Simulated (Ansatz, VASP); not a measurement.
# CaB2 in VASP and in Ansatz

The input INCAR:

```
PREC = Accurate ; ENCUT = 520
EDIFF = 1E-6 ; ISMEAR = -1
SIGMA = 0.1 ; LREAL = F
LASPH = T ; NELM = 60
ALGO = Normal ; ISIF = 2
LWAVE = F ; LCHARG = F
GGA = CA ; NBANDS = 15
```

KPOINTS

```
Automatic mesh
0
Gamma
  10 10 7
```

POSCAR

```
CaB2
1.0
    3.2264302800      0.0000000000      0.0000000000
   -1.6132151400      2.7941705900      0.0000000000
    0.0000000000      0.0000000000      4.0673920000
Ca B
1 2
Direct
    0.0000000000      0.0000000000      0.0000000000
    0.3333333300      0.6666666700      0.5000000000
    0.6666666700      0.3333333300      0.5000000000
```

Input for Ansatz:

```yaml
crystal:
  lattice:
    - [3.22643028, 0.0, 0.0]
    - [-1.61321514, 2.79417059, 0.0]
    - [0.0, 0.0, 4.067392]
  atoms:
    - { symbol: Ca, position: [0.0, 0.0, 0.0] }
    - { symbol: B, position: [0.33333333, 0.66666667, 0.5] }
    - { symbol: B, position: [0.6666666699999999, 0.33333333, 0.5] }
kpoints:
  mp_grid:
    grid: [10, 10, 7]
hamiltonian:
  xc: lda
  pseudopotentials:
    kind: all_electron
    lapw: {}
scf:
  occupations:
    method: fermi_dirac
    width: 0.1
output:
  forces: true
  stress: true
  eigenvalues: true
```

Alike in both runs: task single point; functional LDA; k mesh 10 × 10 × 7; occupations fermi-dirac, width 0.1 eV; no spin polarisation.

|  | VASP | Ansatz |
| --- | --- | --- |
| version | VASP 6.6.1 | Ansatz 0.2.0 |
| potentials or method | VASP PAW LDA potentials, release 64 (Ca_sv, B), cutoff 520 eV | all-electron (LAPW or listed datasets) |

Ansatz gave:

```
gap on the k mesh at the Fermi level (eV)                     : none
pressure (GPa)                                                : -7.1
traceless stress, the component that is largest in VASP (GPa) : 0.44
```

**Question.** Which values does VASP return?

**Answer.** gap on the k mesh at the Fermi level (eV): none; pressure (GPa): -6.6; traceless stress, the component that is largest in VASP (GPa): 0.56.

LDA's correlation is that of Perdew and Zunger in VASP and of Perdew and Wang (1992) in Ansatz. A gap of «none» marks a metal or a gap that the smearing closes. Ansatz ran all-electron here, and VASP with PAW potentials.
